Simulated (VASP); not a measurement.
Write the native input for VASP 6.6.1 that does the following.

```
Task                   : single point
Functional             : PBE
Potentials or basis    : VASP PAW PBE potentials, release 64 (W_sv, C)
Cutoff                 : 520 eV
k mesh                 : 3 × 3 × 3
Occupations            : fermi-dirac, width 0.17 eV
Spin                   : no spin polarisation
Dipole correction      : no
Further INCAR settings : LREAL = Auto; ALGO = Normal; EDIFF = 1e-07; NBANDS = 86
```

The structure of WC lies in POSCAR:

```
WC
1.0
   -2.9505990000     -5.1105870000      0.0000000000
    4.4258980000     -2.5552930000      0.0000000000
    0.0000000000      0.0000000000      5.7558530000
W C
8 8
Direct
    0.7572966064      0.4849814907      0.0299521200
    0.7560199855      0.4999012208      0.5221293873
    0.4977303370     -0.0140078613      0.0039438116
    0.5103905742     -0.0152606504      0.5111145125
    0.2333847374      0.4653348931      0.0412449727
    0.2456655309      0.4867171520      0.5340824375
    0.0235862434      0.0095333300      0.0014593840
   -0.0063904647     -0.0270579437      0.5026709334
    0.5132888822      0.6116294733      0.2506318351
    0.5257682658      0.6436504681      0.7874593045
    0.2187045518      0.1777061812      0.2987393875
    0.2774523272      0.1809012678      0.7733171782
   -0.0271916449      0.6322035347      0.2956121360
   -0.0147330422      0.6821505377      0.7911598854
    0.7424846720      0.1045154070      0.2403987732
    0.7238164949      0.1446694492      0.7280241521
```

The input as run:

INCAR

```
ALGO = Normal
EDIFF = 1E-7
ENCUT = 520
GGA = PE
ISIF = 2
ISMEAR = -1
LASPH = T
LCHARG = T
LELF = T
LREAL = Auto
LVHAR = T
LWAVE = F
NBANDS = 86
NELM = 80
PREC = Accurate
SIGMA = 0.17
```

KPOINTS

```
k-points
0
Gamma
  3 3 3
```

Potentials or basis: VASP PAW PBE potentials, release 64 (W_sv, C).

Command:

```sh
$ cat potpaw_PBE.64/W_sv/POTCAR potpaw_PBE.64/C/POTCAR > POTCAR
$ mpirun -np 1 vasp_std > vasp.out
```

Results of the run:

```
Pressure               : 2.7 GPa
Largest force          : 5.361 eV/Å
Band gap on the k mesh : zero (band 72 reaches 10.73 eV, above the bottom of band 73 at 10.68 eV)
```

Caveat: the k points lie up to 0.41 Å⁻¹ apart; spin-orbit coupling is left out, which moves the levels of the heavy elements; forces of over 1 eV/Å act on the atoms, so gaps and moduli don't describe the material at rest.

Run time: 14 min on 1 thread of AMD EPYC 7R13, on a shared host, peak memory 0.34 GiB.
